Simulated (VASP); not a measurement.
A run of VASP 6.6.1:

Contents of INCAR:

```
PREC = Accurate
ENCUT = 520
EDIFF = 1E-7
ISMEAR = -1
SIGMA = 0.06122561905347299
LREAL = F
LASPH = T
NELM = 80
ALGO = Normal
ISIF = 2
LWAVE = F
LCHARG = F
GGA = PE
NBANDS = 12
```

File KPOINTS:

```
regular mesh
0
Gamma
  39 39 39
```

Contents of POSCAR:

```
Au
1.0
    2.7483308880      0.0000000000      0.0000000000
    0.0000000000      2.7483308880      0.0000000000
    0.0000000000      0.0000000000      2.7483308880
Au
1
Direct
    0.0000000000      0.0000000000      0.0000000000
```

Potentials or basis: VASP PAW PBE potentials, release 64 (Au).

Command:

```sh
$ cat potpaw_PBE.64/Au/POTCAR > POTCAR
$ mpirun -np 1 vasp_std > vasp.out
```

Hardware: 1 thread of AMD EPYC 7R13, on a shared host.

Q: How long does it take, and how much memory?

A: Run time: 5.6 min on 1 thread of AMD EPYC 7R13 (shared host), peak memory 0.42 GiB. Counts: scf iterations 11, k points 1540.
